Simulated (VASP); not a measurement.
Set up this calculation in VASP 6.6.1, as the native input.

- Task: single point
- Functional: PBEsol
- Potentials or basis: VASP PAW PBE potentials, release 64 (Sn_d)
- Cutoff: 520 eV
- k mesh: 12 × 12 × 12
- Occupations: fermi-dirac, width 0.1 eV
- Spin: no spin polarisation
- Dipole correction: no
- Further INCAR settings: ALGO = Normal; EDIFF = 1e-06; NBANDS = 13

The structure of Sn lies in POSCAR:

```
Sn
1.0
   -1.7408085645      1.7902216076      2.3576680169
    1.7408085645     -1.7902216076      2.3576680169
    1.7408085645      1.7902216076     -2.3576680169
Sn
1
Direct
    0.0000000000      0.0000000000      0.0000000000
```

The input as run:

INCAR

```
SYSTEM = Sn
ALGO = Normal
EDIFF = 1E-6
ENCUT = 520
GGA = PS
ISIF = 2
ISMEAR = -1
LASPH = .True.
LCHARG = .False.
LREAL = .False.
LWAVE = .False.
NBANDS = 13
NELM = 60
PREC = Accurate
SIGMA = 0.1
```

KPOINTS

```
k-points
0
Gamma
  12 12 12
  0 0 0
```

Potentials or basis: VASP PAW PBE potentials, release 64 (Sn_d).

Launch:

```sh
$ cat potpaw_PBE.64/Sn_d/POTCAR > POTCAR
$ mpirun -np 1 vasp_std > vasp.out
```

Results of the run:

| Quantity | Value |
| --- | --- |
| Pressure | -4.5 GPa |
| Band gap on the k mesh | zero (band 7 reaches 13.90 eV, above the bottom of band 8 at 5.22 eV) |

Caveat: the PAW data sets were made with another functional, which shifts forces and pressure a little; spin-orbit coupling is left out, which moves the levels of the heavy elements.

Run time: 74 s on 1 thread of Intel(R) Xeon(R) 6975P-C (Granite Rapids) (shared host), peak memory 0.23 GiB.
